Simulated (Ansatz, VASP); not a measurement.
## Co: VASP beside Ansatz

```
CELL_PARAMETERS angstrom
0.00000 2.36997 2.36997
2.36997 0.00000 2.36997
2.36997 2.36997 0.00000
ATOMIC_POSITIONS crystal
Co 0.00000 0.00000 0.00000
Co 0.50000 0.50000 0.50000
```

Alike in both runs: task single point; functional PBE; k mesh 19 × 19 × 19; occupations fermi-dirac, width 0.05 eV; collinear spin.

```csv
,VASP,Ansatz
version,VASP 6.6.1,Ansatz 0.2.0
potentials or method,"VASP PAW PBE potentials, release 64 (Co), cutoff 520 eV","plane waves (420 eV) with PAW, scalar-relativistic"
valence electrons in the cell,18,34
```

Ansatz gave:

```
pressure (GPa)                                                : -5.1
net moment per atom (μB)                                      : 1.91
size of the moment on the site where the two differ most (μB) : 1.93
```

**Question.** What did VASP give for the same quantities?

**Answer.** Pressure (GPa): -5.6; net moment per atom (μB): 1.90; size of the moment on the site where the two differ most (μB): 1.91.

Site moments also hang on the region over which each program counts them. VASP's potentials hold 18 valence electrons a cell and Ansatz's 34, so a difference there can come from the potentials and not from the codes.
